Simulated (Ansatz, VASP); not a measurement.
**BaO: VASP beside Ansatz**

File POSCAR:

```
BaO
1.0
    0.0000000000      2.8352214564      2.8352214564
    2.8352214564      0.0000000000      2.8352214564
    2.8352214564      2.8352214564      0.0000000000
Ba O
1 1
Direct
    0.5000000000      0.5000000000      0.5000000000
    0.0000000000      0.0000000000      0.0000000000
```

File INCAR.step1:

```
SYSTEM = BaO
  ALGO = Normal
  EDIFF = 1E-5
  ENCUT = 660
  GGA = PE
  GGA_COMPAT = .FALSE.
  ISMEAR = 0
  LASPH = .TRUE.
  LCHARG = .FALSE.
  LREAL = .FALSE.
  LWAVE = .TRUE.
  NBANDS = 15
  NELM = 120
  PREC = Accurate
  SIGMA = 0.05
```

Contents of INCAR.step2:

```
SYSTEM = BaO
  ALGO = Normal
  EDIFF = 1E-6
  ENCUT = 660
  GGA_COMPAT = .FALSE.
  ISIF = 2
  ISMEAR = 0
  ISTART = 1
  LASPH = .TRUE.
  LCHARG = .FALSE.
  LMIXTAU = .TRUE.
  LREAL = .FALSE.
  LWAVE = .FALSE.
  METAGGA = R2SCAN
  NBANDS = 15
  NELM = 120
  PREC = Accurate
  SIGMA = 0.05
```

KPOINTS

```
k-points
0
G
  8 8 8
  0 0 0
```

Input for Ansatz:

```yaml
crystal:
  lattice:
    - [0.0, 2.835221425, 2.835221425]
    - [2.835221425, 0.0, 2.835221425]
    - [2.835221425, 2.835221425, 0.0]
  atoms:
    - { symbol: Ba, position: [0.5, 0.5, 0.5] }
    - { symbol: O, position: [0.0, 0.0, 0.0] }
basis:
  ecutwfc: 500
  ecutrho_ratio: 4
kpoints:
  mp_grid: { grid: [8, 8, 8] }
hamiltonian:
  xc: r2scan
scf:
  occupations: { method: gaussian, width: 0.05 }
output:
  forces: true
  stress: true
  eigenvalues: true
```

Alike in both runs: task single point; functional r2SCAN; k mesh 8 × 8 × 8; occupations gaussian, width 0.05 eV; no spin polarisation.

|  | VASP | Ansatz |
| --- | --- | --- |
| version | VASP 6.6.1 | Ansatz 0.2.0 |
| potentials or method | VASP PAW PBE potentials, release 64 (Ba_sv, O), cutoff 660 eV | scalar-relativistic, plane waves, PAW |
| valence electrons in the cell | 16 | 16 |

Ansatz gave:

```
gap on the k mesh at the Fermi level (eV) : 2.57
least direct gap on the mesh (eV)         : 2.57
pressure (GPa)                            : -4.4
```

Task: Which values does VASP return?

Result: gap on the k mesh at the Fermi level (eV): 2.52; least direct gap on the mesh (eV): 2.52; pressure (GPa): -3.2.

VASP's potentials were made for PBE, not for r2SCAN.

Neither program's run includes spin-orbit coupling.
